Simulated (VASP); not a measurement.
# Pt (Fm-3m) in VASP: settings compared, part 2 of 2

VASP 6.6.1. Earlier steps stand in the parts before.

## (3) Single point, r2SCAN0

Input file POSCAR:

```
Pt
1.0
    0.0000000000      1.9705765475      1.9705765475
    1.9705765475      0.0000000000      1.9705765475
    1.9705765475      1.9705765475      0.0000000000
Pt
1
Direct
    0.0000000000      0.0000000000      0.0000000000
```

Input file INCAR.step1:

```
SYSTEM = Pt
  ALGO = Normal
  EDIFF = 1E-5
  ENCUT = 520
  GGA = PE
  ISIF = 2
  ISMEAR = -1
  LASPH = .True.
  LCHARG = .False.
  LREAL = .False.
  LWAVE = .True.
  NBANDS = 11
  NELM = 100
  PREC = Accurate
  SIGMA = 0.1
```

Input file INCAR.step2:

```
SYSTEM = Pt
  AEXX = 0.25
  ALGO = Normal
  EDIFF = 1E-6
  ENCUT = 520
  ISIF = 2
  ISMEAR = -1
  ISTART = 1
  LASPH = .True.
  LCHARG = .False.
  LHFCALC = .True.
  LMIXTAU = .True.
  LREAL = .False.
  LWAVE = .False.
  METAGGA = R2SCAN
  NBANDS = 11
  NELM = 100
  PREC = Accurate
  PRECFOCK = Normal
  SIGMA = 0.1
```

Input file KPOINTS:

```
k-points
0
Gamma
  7 7 7
  0 0 0
```

Potentials or basis: VASP PAW PBE potentials, release 64 (Pt).

Command:

```console
cat potpaw_PBE.64/Pt/POTCAR > POTCAR
cp INCAR.step1 INCAR
mpirun -np 1 vasp_std > vasp.out
cp INCAR.step2 INCAR
mpirun -np 1 vasp_std > vasp.out
```

OUTCAR:

```text
SYSTEM = Pt
   AEXX = 0.25
   EDIFF = 1E-6
   ENCUT = 520
   ISIF = 2
   ISMEAR = -1
   ISTART = 1
   LASPH = .True.
   LHFCALC = .True.
   LREAL = .False.
   METAGGA = R2SCAN
   NELM = 100
   PREC = Accurate
   PRECFOCK = Normal

 ion  position               nearest neighbor table
   1  0.000  0.000  0.000-

  LATTYP: Found a face centered cubic cell.
 ALAT       =     3.9411530950

  Lattice vectors:

 A1 = (   0.0000000000,   1.9705765475,   1.9705765475)
 A2 = (   1.9705765475,   0.0000000000,   1.9705765475)
 A3 = (   1.9705765475,   1.9705765475,   0.0000000000)

Analysis of symmetry for initial positions (statically):
=====================================================================
 Subroutine PRICEL returns:
 Original cell was already a primitive cell.

 Routine SETGRP: Setting up the symmetry group for a
 face centered cubic supercell.

 Subroutine GETGRP returns: Found 48 space group operations
 (whereof 48 operations were pure point group operations)
 out of a pool of 48 trial point group operations.

The static configuration has the point symmetry O_h .

Analysis of symmetry for dynamics (positions and initial velocities):
=====================================================================
 Subroutine PRICEL returns:
 Original cell was already a primitive cell.

 Routine SETGRP: Setting up the symmetry group for a
 face centered cubic supercell.

 Subroutine GETGRP returns: Found 48 space group operations
 (whereof 48 operations were pure point group operations)
 out of a pool of 48 trial point group operations.

The dynamic configuration has the point symmetry O_h .

 Subroutine INISYM returns: Found 48 space group operations
 (whereof 48 operations are pure point group operations),
 and found     1 'primitive' translations

----------------------------------------------------------------------------------------

                                     Primitive cell

  volume of cell :      15.3042

[... 115 lines left out ...]
   HFSCREENC=   0.0000 screening length for correlation (either q_TF or 0.3 A-1)
   ENCUTFOCK=  -1.0 apply spherical cutoff to Coloumb kernel
   IVDW    =     0    specifies the selected vdW correction
   LEPSILON=     F    determine dielectric tensor
   LRPA    =     F    only Hartree local field effects (RPA)
 non-spin polarized calculation
  energy-cutoff  :      520.00
  volume of cell :       15.30
 maximum number of plane-waves:       424
 NGX is ok and might be reduce to    24
  NGX = 16; NGY = 16; NGZ = 16

 number of electron      10.0000001 magnetization

 Free energy of the ion-electron system (eV)
  ---------------------------------------------------
  ext. energy  EPLUGINS =         0.00000000
  ---------------------------------------------------
  free energy    TOTEN  =       -41.89514760 eV

  energy without entropy =      -41.89071094  energy(sigma->0) =      -41.89292927

 E-fermi :  10.2381     XC(G=0): -11.2392

 val. band max:        9.8933621772   @ k =   0.4286   0.2857   0.0000
 cond. band min:      10.7849368001   @ k =  -0.2857   0.4286   0.1429
 fundamental gap:      0.8915746229
 Fermi energy:        10.2381220722

 k-point     1 :       0.0000    0.0000    0.0000
  band No.  band energies     occupation
      1      -1.1887      2.00000
      2       5.4893      2.00000
      3       5.4893      2.00000
      4       5.4893      2.00000
      5       7.5466      2.00000
      6       7.5466      2.00000
      7      27.2085      0.00000
      8      32.5053      0.00000
      9      32.5053      0.00000
     10      32.5053      0.00000
     11      38.0895      0.00000
[... 253 lines left out ...]
 k-point    20 :      -0.2857    0.4286    0.1429
  band No.  band energies     occupation
      1       3.3324      2.00000
      2       4.1498      2.00000
      3       5.4303      2.00000
      4       7.4297      2.00000
      5      10.7849      0.00840
      6      17.7934      0.00000
      7      19.9070      0.00000
      8      21.6001      0.00000
      9      25.7043      0.00000
     10      35.1511      0.00000
     11      38.5100      0.00000

------------------------ aborting loop because EDIFF is reached ----------------------------------------

  FORCE on cell =-STRESS in cart. coord.  units (eV):
  Direction    XX          YY          ZZ          XY          YZ          ZX
  --------------------------------------------------------------------------------------
  -------------------------------------------------------------------------------------
  Total       -0.4072443     -0.4072443     -0.4072443      0.0000000      0.0000000     -0.0000000
  in kB      -42.6339605    -42.6339605    -42.6339605      0.0000000      0.0000000     -0.0000000
  external PRESSURE =     -42.6339605 kB  Pullay stress =       0.0000000 kB

 VOLUME and BASIS-vectors are now :
 -----------------------------------------------------------------------------
  energy-cutoff  :      520.00
  volume of cell :       15.30
      direct lattice vectors                 reciprocal lattice vectors
     0.000000000  1.970576548  1.970576548    -0.253732848  0.253732848  0.253732848
     1.970576548  0.000000000  1.970576548     0.253732848 -0.253732848  0.253732848
     1.970576548  1.970576548  0.000000000     0.253732848  0.253732848 -0.253732848

 POSITION                                       TOTAL-FORCE (eV/Angst)
 -----------------------------------------------------------------------------------
      0.00000      0.00000      0.00000        -0.000000      0.000000     -0.000000
 -----------------------------------------------------------------------------------
    total drift:                               -0.000000      0.000000      0.000000

  FREE ENERGIE OF THE ION-ELECTRON SYSTEM (eV)
  ---------------------------------------------------
  free  energy   TOTEN  =       -41.8951476021 eV

  energy  without entropy=      -41.8907109443  energy(sigma->0) =      -41.89292927
```

OUTCAR.step1:

```text
SYSTEM = Pt
   EDIFF = 1E-5
   ENCUT = 520
   GGA = PE
   ISIF = 2
   ISMEAR = -1
   LASPH = .True.
[... 490 lines left out ...]
 -----------------------------------------------------------------------------------
      0.00000      0.00000      0.00000        -0.000000      0.000000     -0.000000
 -----------------------------------------------------------------------------------
    total drift:                                0.000000      0.000000     -0.000000

  FREE ENERGIE OF THE ION-ELECTRON SYSTEM (eV)
  ---------------------------------------------------
  free  energy   TOTEN  =        -6.0938457298 eV

  energy  without entropy=       -6.0337907126  energy(sigma->0) =       -6.06381822
```

OSZICAR.step1:

```text
N       E                     dE             d eps       ncg     rms          rms(c)
DAV:   1     0.346541956534E+02    0.34654E+02   -0.53902E+03   456   0.852E+02
DAV:   2    -0.586113739714E+01   -0.40515E+02   -0.38348E+02   529   0.165E+02
DAV:   3    -0.644684368860E+01   -0.58571E+00   -0.57992E+00   500   0.181E+01
DAV:   4    -0.644914666345E+01   -0.23030E-02   -0.23028E-02   497   0.139E+00
DAV:   5    -0.644916532217E+01   -0.18659E-04   -0.18659E-04   512   0.115E-01    0.126E+01
DAV:   6    -0.612856979486E+01    0.32060E+00   -0.77442E-01   479   0.685E+00    0.679E+00
DAV:   7    -0.609692209465E+01    0.31648E-01   -0.99802E-02   494   0.248E+00    0.264E+00
DAV:   8    -0.609390016513E+01    0.30219E-02   -0.20787E-03   494   0.384E-01    0.303E-01
DAV:   9    -0.609384113347E+01    0.59032E-04   -0.15103E-04   525   0.957E-02    0.261E-02
DAV:  10    -0.609384572982E+01   -0.45964E-05   -0.33914E-06   280   0.176E-02
   1 F= -.60938457E+01 E0= -.60638182E+01  d E =-.600550E-01
```

It took 21 min on 1 thread of Intel Xeon 8259CL, shared host; peak memory 0.17 GiB.

Results:

* Free energy: -41.8951 eV
* Pressure: -4.3 GPa
* Band gap on the k mesh: zero (bands 5 and 6 overlap by 3.51 eV)

Caveat: the k points lie up to 0.39 Å⁻¹ apart, too coarse for converged energies and pressures of a metal; the PAW data sets were made with another functional, which shifts forces and pressure a little; spin-orbit coupling is left out, which moves the levels of the heavy elements.

The gap in the log of VASP goes by the Fermi energy; the results here count the filled bands.